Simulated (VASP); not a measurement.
Write the native input for VASP 6.6.1 that does the following.

| Property | Result |
| --- | --- |
| Task | single point |
| Functional | PBE |
| Potentials or basis | VASP PAW PBE potentials, release 64 (Mo_sv, W_sv, C) |
| Cutoff | 520 eV |
| k mesh | 6 × 6 × 6 |
| Occupations | gaussian, width 0.2 eV |
| Spin | no spin polarisation |
| Dipole correction | no |
| Further INCAR settings | ALGO = Normal; EDIFF = 1e-06; NBANDS = 38 |

The structure of MoW2C4 lies in POSCAR:

```
MoW2C4
1.0
    0.0000000000      0.0000000000      4.2787394302
    4.2901877275      0.0000000000      0.0000000000
    0.0000000000      4.2901877275      0.0000000000
Mo W C
1 2 4
Direct
    0.0000000000      0.5000000000      0.5000000000
    0.5000000000      0.0000000000      0.5000000000
    0.5000000000      0.5000000000      1.0000000000
    0.0000000000      1.0000000000      0.5000000000
    0.0000000000      0.5000000000      0.0000000000
    0.5000000000      1.0000000000      0.0000000000
    0.5000000000      0.5000000000      0.5000000000
```

The input as run:

INCAR

```
PREC = Accurate
ENCUT = 520
EDIFF = 1E-6
ISMEAR = 0
SIGMA = 0.2
LREAL = False
LASPH = True
NELM = 80
ALGO = Normal
ISIF = 2
LWAVE = False
LCHARG = False
GGA = PE
NBANDS = 38
```

KPOINTS

```
regular mesh
0
Gamma
  6 6 6
```

Potentials or basis: VASP PAW PBE potentials, release 64 (Mo_sv, W_sv, C).

The run is started by

```bash
$ cat potpaw_PBE.64/Mo_sv/POTCAR potpaw_PBE.64/W_sv/POTCAR potpaw_PBE.64/C/POTCAR > POTCAR
$ mpirun -np 1 vasp_std > vasp.out
```

Results of the run:

* Pressure: 1.0 GPa
* Band gap on the k mesh: zero (bands 29 and 30 overlap by 2.37 eV)

Caveat: spin-orbit coupling is left out, which moves the levels of the heavy elements.

It took 2.3 min on 1 thread of Intel Xeon 8259CL (shared host), peak memory 0.25 GiB.
